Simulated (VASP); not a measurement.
A run of VASP 6.6.1:

INCAR

```
SYSTEM = NaB
PREC = Accurate
ENCUT = 600
EDIFF = 1E-6
ISMEAR = -1
SIGMA = 0.1
LREAL = .False.
LASPH = .True.
NELM = 60
ALGO = Normal
ISIF = 3
LWAVE = .False.
LCHARG = .False.
GGA = CA
IBRION = 2
NSW = 80
EDIFFG = -0.01
```

The input KPOINTS:

```
regular mesh
0
Gamma
  9 9 9
  0 0 0
```

Contents of POSCAR:

```
NaB
1.0
    0.0000000000      2.6838690000      2.6838690000
    2.6838690000      0.0000000000      2.6838690000
    2.6838690000      2.6838690000      0.0000000000
Na B
1 1
Direct
    0.0000000000      0.0000000000      0.0000000000
    0.5000000000      0.5000000000      0.5000000000
```

Potentials or basis: VASP PAW LDA potentials, release 64 (Na_pv, B).

Launch:

```console
$ cat potpaw_LDA.64/Na_pv/POTCAR potpaw_LDA.64/B/POTCAR > POTCAR
$ mpirun -np 1 vasp_std > vasp.out
```

Hardware: 1 thread of Intel Xeon 8259CL (shared host).

Task: Estimate the wall time of this run.

Result: It took 82 s on 1 thread of Intel Xeon 8259CL, with other jobs on the host, peak memory 0.15 GiB. Counts: scf iterations 46, k points 35, ion steps 7.
